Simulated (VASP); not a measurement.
# Cu (P6_3/mmc) in VASP: a series of runs

Cu is run at these levels: LDA; tasks: single point.

Program: VASP 6.6.1. These are calculated values, not measurements. Logs are shortened: lines on timing, memory, paths and dates and some standing lists are left out, and cuts for length are marked.

## (1) The cell of the first run

It takes space group P6_3/mmc (No. 194, hexagonal). The conventional cell has a = 2.486 Å, b = 2.486 Å, c = 4.073 Å, α = 90.00°, β = 90.00°, γ = 120.00°. Cu (site symmetry -6m2) has 12 Cu at 2.49 Å within 3.3 Å.

This isn't the form of Cu at room conditions, which is fcc.

## (2) Single point, LDA

INCAR

```
SYSTEM = Cu
PREC = Accurate
ENCUT = 820
EDIFF = 1E-6
ISMEAR = -1
SIGMA = 0.1
LREAL = .False.
LASPH = .True.
NELM = 120
ALGO = Normal
ISIF = 2
LWAVE = .False.
LCHARG = .False.
NBANDS = 26
GGA_COMPAT = .False.
```

KPOINTS

```
Automatic mesh
0
Gamma
  14 14 8
  0 0 0
```

POSCAR

```
Cu
1.0
    2.4861033345      0.0000000000      0.0000000000
   -1.2430516672      2.1530286441      0.0000000000
    0.0000000000      0.0000000000      4.0730469846
Cu
2
Direct
    0.3333333333      0.6666666667      0.2500000000
    0.6666666667      0.3333333333      0.7500000000
```

Potentials or basis: VASP PAW LDA potentials, release 64 (Cu_sv_GW).

The run is started by

```
cat potpaw_LDA.64/Cu_sv_GW/POTCAR > POTCAR
mpirun -np 1 vasp_std > vasp.out
```

OUTCAR:

```text
SYSTEM = Cu
   PREC = Accurate
   ENCUT = 820
   EDIFF = 1E-6
   ISMEAR = -1
   LREAL = .False.
   LASPH = .True.
   NELM = 120
   ISIF = 2

 ion  position               nearest neighbor table
   1  0.333  0.667  0.250-   2 2.49   2 2.49   2 2.49   2 2.49   2 2.49   2 2.49
   2  0.667  0.333  0.750-   1 2.49   1 2.49   1 2.49   1 2.49   1 2.49   1 2.49

  LATTYP: Found a hexagonal cell.
 ALAT       =     2.4861033345
 C/A-ratio  =     1.6383256995

  Lattice vectors:

 A1 = (   2.4861033345,   0.0000000000,   0.0000000000)
 A2 = (  -1.2430516672,   2.1530286441,   0.0000000000)
 A3 = (   0.0000000000,   0.0000000000,   4.0730469846)

Analysis of symmetry for initial positions (statically):
=====================================================================
 Subroutine PRICEL returns:
 Original cell was already a primitive cell.

 Routine SETGRP: Setting up the symmetry group for a
 hexagonal supercell.

 Subroutine GETGRP returns: Found 24 space group operations
 (whereof 12 operations were pure point group operations)
 out of a pool of 24 trial point group operations.

The static configuration has the point symmetry D_3d.
 The point group associated with its full space group is D_6h.

Analysis of symmetry for dynamics (positions and initial velocities):
=====================================================================
 Subroutine PRICEL returns:
 Original cell was already a primitive cell.

 Routine SETGRP: Setting up the symmetry group for a
 hexagonal supercell.

 Subroutine GETGRP returns: Found 24 space group operations
 (whereof 12 operations were pure point group operations)
 out of a pool of 24 trial point group operations.

The dynamic configuration has the point symmetry D_3d.
 The point group associated with its full space group is D_6h.

 Subroutine INISYM returns: Found 24 space group operations
 (whereof 12 operations are pure point group operations),
 and found     1 'primitive' translations

----------------------------------------------------------------------------------------

                                     Primitive cell

  volume of cell :      21.8016

  direct lattice vectors                    reciprocal lattice vectors
     2.486103335  0.000000000  0.000000000     0.402235895  0.232231002  0.000000000
    -1.243051667  2.153028644  0.000000000     0.000000000  0.464462005  0.000000000
     0.000000000  0.000000000  4.073046985     0.000000000  0.000000000  0.245516441

  length of vectors
     2.486103335  2.486103334  4.073046985     0.464462005  0.464462005  0.245516441

  position of ions in fractional coordinates (direct lattice)
     0.333333333  0.666666667  0.250000000
     0.666666667  0.333333333  0.750000000

  ion indices of the primitive-cell ions
   primitive index   ion index
                 1           1
                 2           2

----------------------------------------------------------------------------------------

 KPOINTS: Automatic mesh

Automatic generation of k-mesh.
 Grid dimensions read from file:
 generate k-points for:   14   14    8

 Generating k-lattice:

  Cartesian coordinates                     Fractional coordinates (reciprocal lattice)
     0.028731135  0.016587929  0.000000000     0.071428571  0.000000000  0.000000000
     0.000000000  0.033175857  0.000000000     0.000000000  0.071428571  0.000000000
     0.000000000  0.000000000  0.030689555     0.000000000  0.000000000  0.125000000

  Length of vectors
     0.033175857  0.033175857  0.030689555

  Shift w.r.t. Gamma in fractional coordinates (k-lattice)
     0.000000000  0.000000000  0.000000000

 Subroutine IBZKPT returns following result:
 ===========================================

 Found    120 irreducible k-points:

 Following reciprocal coordinates:
            Coordinates               Weight
  0.000000  0.000000  0.000000      1.000000
  0.071429  0.000000  0.000000      6.000000
  0.142857  0.000000  0.000000      6.000000
  0.214286  0.000000  0.000000      6.000000
  0.285714  0.000000  0.000000      6.000000
  0.357143  0.000000  0.000000      6.000000
[... 16 lines left out ...]
  0.285714  0.285714  0.000000      6.000000
  0.357143  0.285714  0.000000      6.000000
 [... further k-points ...]
   k-points           NKPTS =    120   k-points in BZ     NKDIM =    120   number of bands    NBANDS=     26
   number of dos      NEDOS =    301   number of ions     NIONS =      2
   total plane-waves  NPLWV =  23040
   dimension x,y,z NGX =    24 NGY =   24 NGZ =   40
   dimension x,y,z NGXF=    48 NGYF=   48 NGZF=   80
   ions per type =               2
   NGX,Y,Z   is equivalent  to a cutoff of  16.05, 16.05, 16.33 a.u.
   NGXF,Y,Z  is equivalent  to a cutoff of  32.10, 32.10, 32.65 a.u.
 SYSTEM =  Cu
   PREC   = accura    normal or accurate (medium, high low for compatibility)
   ISTART =      0    job   : 0-new  1-cont  2-samecut
   ICHARG =      2    charge: 1-file 2-atom 10-const
   ISPIN  =      1    spin polarized calculation?
   LNONCOLLINEAR =      F non collinear calculations
   LSORBIT =      F    spin-orbit coupling
   LASPH  =      T    aspherical Exc in radial PAW
   ENCUT  =  820.0 eV  60.27 Ry    7.76 a.u.   5.80  5.80  9.51*2*pi/ulx,y,z
   NELM   =    120;   NELMIN=  2; NELMDL= -5     # of ELM steps
   EDIFF  = 0.1E-05   stopping-criterion for ELM
   LREAL  =      F    real-space projection
   EDIFFG = 0.1E-04   stopping-criterion for IOM
   NSW    =      0    number of steps for IOM
   IBRION =     -1    ionic relax: 0-MD 1-quasi-New 2-CG
   NFREE  =      0    steps in history (QN), initial steepest desc. (CG)
   ISIF   =      2    stress and relaxation
   ISYM   =      2    0-nonsym 1-usesym 2-fastsym
   POTIM  = 0.5000    time-step for ionic-motion
   TEBEG  =    0.0;   TEEND  =   0.0 temperature during run
   PSTRESS=    0.0 pullay stress
   NELECT =      38.0000    total number of electrons
   NUPDOWN=      -1.0000    fix difference up-down
   EMIN   =  10.00;   EMAX   =-10.00  energy-range for DOS
   EFERMI =   0.00;   METHOD = LEGACY
   ISMEAR =    -1;   SIGMA  =   0.10  broadening in eV -4-tet -1-fermi 0-gaus
   EFERMI_NEDOS =   21; number of points for ismear=-14 and -15
   IALGO  =     38    algorithm
   IMIX   =      4    mixing-type and parameters
     AMIX     =   0.40;   BMIX     =  1.00
     AMIX_MAG =   1.60;   BMIX_MAG =  1.00
  volume/ion in A,a.u.               =      10.90        73.56
  Fermi-wavevector in a.u.,A,eV,Ry     =   1.970183  3.723106 52.812659  3.881621
  Thomas-Fermi vector in A             =   2.993003
   LORBIT       =      0    0 simple, 1 ext, 2 COOP (PROOUT), +10 PAW based schemes
   GGA     = CA    functional components
   LHFCALC =     F    Hartree Fock is set to
   AEXX    =    0.0000 exact exchange contribution
   IVDW    =     0    specifies the selected vdW correction
   LEPSILON=     F    determine dielectric tensor
   LRPA    =     F    only Hartree local field effects (RPA)
 non-spin polarized calculation
  energy-cutoff  :      820.00
  volume of cell :       21.80
 maximum number of plane-waves:      1184
 NGX is ok and might be reduce to    24
   NGX = 11   NGY = 11   NGZ = 19

 number of electron      38.0000001 magnetization

 Free energy of the ion-electron system (eV)
  ---------------------------------------------------
  ext. energy  EPLUGINS =         0.00000000
  ---------------------------------------------------
  free energy    TOTEN  =        -9.70773640 eV

  energy without entropy =       -9.68137276  energy(sigma->0) =       -9.69455458

 E-fermi :   8.1522     XC(G=0): -14.3514

 val. band max:        8.1430219206   @ k =   0.5000   0.0000   0.1250
 cond. band min:       8.1628196586   @ k =   0.2857   0.2143   0.2500
 fundamental gap:      0.0197977381
 Fermi energy:         8.1521642023

 k-point     1 :       0.0000    0.0000    0.0000
  band No.  band energies     occupation
      1    -103.4826      2.00000
      2    -103.4615      2.00000
      3     -61.5068      2.00000
      4     -61.3821      2.00000
      5     -61.3821      2.00000
      6     -61.3593      2.00000
[... 18 lines left out ...]
     25      32.8074      0.00000
     26      32.8977      0.00000

 k-point     2 :       0.0714    0.0000    0.0000
  band No.  band energies     occupation
      1    -103.4819      2.00000
      2    -103.4611      2.00000
      3     -61.5045      2.00000
      4     -61.3879      2.00000
      5     -61.3840      2.00000
      6     -61.3658      2.00000
[... 18 lines left out ...]
     25      33.4016      0.00000
     26      34.1058      0.00000

 k-point     3 :       0.1429    0.0000    0.0000
  band No.  band energies     occupation
      1    -103.4793      2.00000
      2    -103.4598      2.00000
      3     -61.4976      2.00000
      4     -61.4039      2.00000
      5     -61.3891      2.00000
      6     -61.3825      2.00000
[... 18 lines left out ...]
     25      31.9071      0.00000
     26      33.6841      0.00000

 k-point     4 :       0.2143    0.0000    0.0000
  band No.  band energies     occupation
      1    -103.4753      2.00000
      2    -103.4580      2.00000
      3     -61.4870      2.00000
      4     -61.4270      2.00000
      5     -61.4062      2.00000
      6     -61.3964      2.00000
[... 18 lines left out ...]
     25      28.7062      0.00000
     26      31.0829      0.00000
[... 496 lines left out ...]
      1    -103.4587      2.00000
      2    -103.4542      2.00000
      3     -61.4834      2.00000
      4     -61.4631      2.00000
      5     -61.4396      2.00000
      6     -61.4321      2.00000
[... 18 lines left out ...]
     25      21.1558      0.00000
     26      24.4677      0.00000

 k-point    23 :       0.2857    0.2857    0.0000
  band No.  band energies     occupation
      1    -103.4583      2.00000
      2    -103.4544      2.00000
      3     -61.4766      2.00000
      4     -61.4621      2.00000
      5     -61.4417      2.00000
      6     -61.4302      2.00000
[... 18 lines left out ...]
     25      22.4715      0.00000
     26      22.9759      0.00000

 k-point    24 :       0.3571    0.2857    0.0000
  band No.  band energies     occupation
      1    -103.4568      2.00000
      2    -103.4550      2.00000
      3     -61.4766      2.00000
      4     -61.4547      2.00000
      5     -61.4519      2.00000
      6     -61.4273      2.00000
[... 18 lines left out ...]
     25      21.3352      0.00000
     26      22.6887      0.00000

 [... further k-points ...]

------------------------ aborting loop because EDIFF is reached ----------------------------------------

  FORCE on cell =-STRESS in cart. coord.  units (eV):
  Direction    XX          YY          ZZ          XY          YZ          ZX
  --------------------------------------------------------------------------------------
  -------------------------------------------------------------------------------------
  Total       -0.1177667     -0.1177667     -0.1171398     -0.0000000      0.0000000      0.0000000
  in kB       -8.6545507     -8.6545507     -8.6084865     -0.0000000      0.0000000      0.0000000
  external PRESSURE =      -8.6391959 kB  Pullay stress =       0.0000000 kB

 VOLUME and BASIS-vectors are now :
 -----------------------------------------------------------------------------
  energy-cutoff  :      820.00
  volume of cell :       21.80
      direct lattice vectors                 reciprocal lattice vectors
     2.486103335  0.000000000  0.000000000     0.402235895  0.232231002  0.000000000
    -1.243051667  2.153028644  0.000000000     0.000000000  0.464462005  0.000000000
     0.000000000  0.000000000  4.073046985     0.000000000  0.000000000  0.245516441

 POSITION                                       TOTAL-FORCE (eV/Angst)
 -----------------------------------------------------------------------------------
     -0.00000      1.43535      1.01826         0.000000     -0.000000      0.000000
      1.24305      0.71768      3.05479        -0.000000      0.000000      0.000000
 -----------------------------------------------------------------------------------
    total drift:                               -0.000001      0.000000     -0.000000

  FREE ENERGIE OF THE ION-ELECTRON SYSTEM (eV)
  ---------------------------------------------------
  free  energy   TOTEN  =        -9.7077363983 eV

  energy  without entropy=       -9.6813727588  energy(sigma->0) =       -9.69455458
```

It took 98 s on 1 thread of Intel Xeon Platinum 8259CL at 2.50GHz (Skylake/Cascade Lake), shared host; peak memory 0.25 GiB.

Results:

```
Free energy            : -9.7077 eV
Pressure               : -0.9 GPa
Band gap on the k mesh : zero (bands 19 and 20 overlap by 5.85 eV)
```

Levels at points of the mesh, in eV from the Fermi level:
```
           k point  band 15  band 16  band 17  band 18  band 19  band 20  band 21  band 22  band 23  band 24
(0.00, 0.00, 0.00)    -2.94    -2.60    -2.60    -1.75    -1.75    -1.23     4.16    22.22    22.97    22.97
(0.50, 0.00, 0.00)    -2.91    -1.63    -1.59    -1.52     0.07     1.78     8.15     8.56    11.30    11.76
(0.00, 0.00, 0.50)    -3.22    -3.22    -2.00    -2.00    -2.00    -2.00    13.09    13.09    22.93    22.93
(0.50, 0.00, 0.50)    -1.97    -1.97    -1.57    -1.57     0.45     0.45     5.33     5.33    16.95    16.95
```

## (3) Single point, LDA (10.46 Å³/atom)

This run uses another cell than the first one, of 10.46 Å³/atom.

INCAR

```
SYSTEM = Cu
ALGO = Normal
EDIFF = 1E-6
ENCUT = 820
GGA_COMPAT = .False.
ISIF = 2
ISMEAR = -1
LASPH = .True.
LCHARG = .False.
LREAL = .False.
LWAVE = .False.
NBANDS = 26
NELM = 120
PREC = Accurate
SIGMA = 0.1
```

KPOINTS

```
k-points
0
Gamma
  16 16 9
  0 0 0
```

POSCAR

```
Cu
1.0
    2.4525032246      0.0000000000      0.0000000000
   -1.2262516123      2.1239300954      0.0000000000
    0.0000000000      0.0000000000      4.0179990611
Cu
2
Direct
    0.3333333333      0.6666666667      0.2500000000
    0.6666666667      0.3333333333      0.7500000000
```

Potentials or basis: VASP PAW LDA potentials, release 64 (Cu_sv_GW).

The run is started by

```
cat potpaw_LDA.64/Cu_sv_GW/POTCAR > POTCAR
mpirun -np 1 vasp_std > vasp.out
```

Wall time 2.7 min (1 thread of AMD EPYC 7R13 (Zen 3), shared host); peak memory 0.24 GiB.

Results (log left out):

| Property | Result |
| --- | --- |
| Free energy | -9.6858 eV |
| Pressure | 7.6 GPa |
| Band gap on the k mesh | zero (bands 19 and 20 overlap by 5.69 eV) |

Stress tensor (GPa, compression positive):
```
7.71 0.00 0.00
0.00 7.71 0.00
0.00 0.00 7.45
```

Levels at points of the mesh, in eV from the Fermi level:
| k point | band 17 | band 18 | band 19 | band 20 | band 21 | band 22 |
| --- | --- | --- | --- | --- | --- | --- |
| (0.00, 0.00, 0.00) | -2.75 | -1.84 | -1.84 | -1.41 | 4.34 | 22.50 |
| (0.50, 0.00, 0.00) | -1.67 | -1.60 | 0.02 | 1.83 | 8.31 | 8.78 |

Caveat: the cell stands under pressure.

The gap in the log of VASP goes by the Fermi energy; the results here count the filled bands.